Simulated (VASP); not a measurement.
Write the native input for VASP 6.6.1 that does the following.

```yaml
Task: single point
Functional: PBE
Potentials_or_basis: VASP PAW PBE potentials, release 64 (Ba_sv, H)
Cutoff: 520 eV
k_mesh: 6 × 6 × 6
Occupations: gaussian, width 0.1 eV
Spin: no spin polarisation
Dipole_correction: no
Further_INCAR_settings: ALGO = Normal; EDIFF = 1e-06; NBANDS = 12
```

The structure of BaH lies in POSCAR:

```
BaH
1.0
   -2.0530091256      2.0530091256      2.8688571971
    2.0530091256     -2.0530091256      2.8688571971
    2.0530091256      2.0530091256     -2.8688571971
Ba H
1 1
Direct
    0.0000000000      0.0000000000      0.0000000000
    0.5000000000      0.5000000000      0.0000000000
```

The cell was generated, and may not be a known phase.

One way to write it, as run:

INCAR

```
SYSTEM = BaH
  PREC = Accurate
  ENCUT = 520
  EDIFF = 1E-6
  ISMEAR = 0
  SIGMA = 0.1
  LREAL = .False.
  LASPH = .True.
  NELM = 80
  ALGO = Normal
  ISIF = 2
  LWAVE = .False.
  LCHARG = .False.
  GGA = PE
  NBANDS = 12
```

KPOINTS

```
Automatic mesh
0
Gamma
  6 6 6
  0 0 0
```

Potentials or basis: VASP PAW PBE potentials, release 64 (Ba_sv, H).

The run is started by

```sh
$ cat potpaw_PBE.64/Ba_sv/POTCAR potpaw_PBE.64/H/POTCAR > POTCAR
$ mpirun -np 1 vasp_std > vasp.out
```

It gave:

The pressure is 0.5 GPa and the band gap on the k mesh is zero (an odd number of electrons rules out a gap without spin polarisation).

Caveat: spin-orbit coupling is left out, which moves the levels of the heavy elements.

Run time: 11 s on 1 thread of Intel(R) Xeon(R) Platinum 8488C (Sapphire Rapids) (shared host), peak memory 0.17 GiB.
